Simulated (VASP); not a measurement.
A run of VASP 6.6.1 is set up as follows.

The input INCAR:

```
SYSTEM = TlBr
PREC     = Accurate       ! precision mode
ENCUT    = 500            ! plane-wave cutoff, eV
EDIFF    = 1E-8           ! SCF threshold, eV
ISMEAR   = -1             ! smearing method
SIGMA    = 0.15           ! smearing width, eV
LREAL    = .False.        ! projectors in reciprocal space
LASPH    = .True.         ! aspherical terms in the spheres
NELM     = 120            ! most SCF steps
ALGO     = Normal         ! electronic algorithm
ISIF     = 2              ! what is computed and relaxed
LWAVE    = .False.        ! write WAVECAR
LCHARG   = .True.         ! write CHGCAR
IBRION   = 8              ! ionic algorithm
NSW      = 1              ! ionic steps
GGA_COMPAT= .False.
```

Contents of KPOINTS:

```
regular mesh
0
Gamma
  12 12 12
  0 0 0
```

The input POSCAR:

```
TlBr
1.0
    3.5062831573      0.0000000000      0.0000000000
    0.0000000000      3.5062831573      0.0000000000
    0.0000000000      0.0000000000      3.5062831573
Tl Br
1 1
Direct
    0.0000000000      0.0000000000      0.0000000000
    0.5000000000      0.5000000000      0.5000000000
```

Potentials or basis: VASP PAW LDA potentials, release 64 (Tl_d, Br).

Launch:

```console
$ cat potpaw_LDA.64/Tl_d/POTCAR potpaw_LDA.64/Br/POTCAR > POTCAR
$ mpirun -np 1 vasp_std > vasp.out
```

Q: Predict the highest phonon frequency at Γ, LO-TO splitting left out.

A: 120 cm⁻¹.

Phonon frequencies in cm⁻¹ (negative: imaginary):
| q point | frequencies |
| --- | --- |
| (0.000, 0.000, 0.000) | 0 0 0 120 120 120 |

Caveat: the cell stands under pressure or tension, which shifts response properties.
